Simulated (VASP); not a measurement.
The system is ZrPdSe4.

```
Zr Pd Se
1.0
     3.98464    0.00000    0.00000
    -1.99232    3.45080    0.00000
     0.00000    0.00000    8.84760
Zr Pd Se
1 1 4
Direct
  0.00000 0.00000 0.50000
  0.00000 0.00000 0.00000
  0.66667 0.33333 0.23369
  0.33333 0.66667 0.76631
  0.33333 0.66667 0.23369
  0.66667 0.33333 0.76631
```

The cell was built from a structure type or drawn by symmetry, and may not be a known phase.

| Quantity | Value |
| --- | --- |
| Program | VASP 6.6.1 |
| Task | relaxation of cell and atoms |
| Functional | PBE |
| Potentials or basis | VASP PAW PBE potentials, release 64 (Zr_sv, Pd, Se) |
| Cutoff | 600 eV |
| k mesh | 6 × 6 × 2 |
| Occupations | gaussian, width 0.1 eV |
| Spin | no spin polarisation |

At the start: pressure 18.2 GPa; volume 20.28 Å³/atom.

Q: How do energy, volume and symmetry change on relaxing?

A: Over 22 steps the energy falls by 1173.3 meV/atom and the volume is 19.91 Å³/atom (-1.8 %); space group P6/mmm (No. 191, to 0.1 Å) before and after.

The path:
| step | energy change (eV) | largest force (eV/Å) | pressure (GPa) | volume (Å³) |
| --- | --- | --- | --- | --- |
| 1 | 0.0000 | 0.5487 | 18.23 | 121.66 |
| 2 | -3.3186 | 0.7226 | -8.88 | 164.10 |
| 3 | -3.3980 | 0.6899 | -6.39 | 155.43 |
| 4 | -5.1702 | 0.5846 | -6.78 | 141.59 |
| 5 | -3.5149 | 0.7637 | 31.00 | 101.17 |
| 6 | -5.6743 | 0.6131 | -6.10 | 135.20 |
| 7 | -6.7098 | 0.7778 | -0.22 | 118.96 |
| 8 | -6.5121 | 1.0104 | 9.46 | 110.26 |
| 9 | -6.7982 | 0.8601 | 2.09 | 116.21 |
| 10 | -6.8011 | 0.9102 | 3.95 | 114.38 |
| 11 | -6.8238 | 0.2747 | 0.40 | 119.87 |
| 12 | -6.9003 | 0.4607 | 1.88 | 117.21 |
| 13 | -6.9526 | 0.1568 | -2.34 | 122.06 |
| 14 | -6.9705 | 0.2130 | -1.02 | 120.34 |
| 15 | -6.9846 | 0.1512 | 0.25 | 118.52 |
| 16 | -6.9850 | 0.1495 | 0.53 | 118.14 |
| 17 | -6.9991 | 0.2397 | 0.32 | 118.40 |
| 18 | -7.0384 | 0.0639 | 0.22 | 119.21 |
| 19 | -7.0382 | 0.0866 | 0.15 | 119.02 |
| 20 | -7.0392 | 0.0107 | 0.18 | 119.12 |
| 21 | -7.0389 | 0.0133 | -0.36 | 119.86 |
| 22 | -7.0399 | 0.0008 | -0.06 | 119.45 |

Final structure:
```xyz
6
Lattice="4.9300 0.0000 0.0000 -2.4650 4.2695 0.0000 0.0000 0.0000 5.6749" Properties=species:S:1:pos:R:3 pbc="T T T"
Zr    0.0000    0.0000    2.8374
Pd    0.0000    0.0000    0.0000
Se    2.4650    1.4232    1.5221
Se    0.0000    2.8463    4.1528
Se    0.0000    2.8463    1.5221
Se    2.4650    1.4232    4.1528
```

Caveat: a cell axis changed by over 15 % at a fixed basis, so the end point is rough.
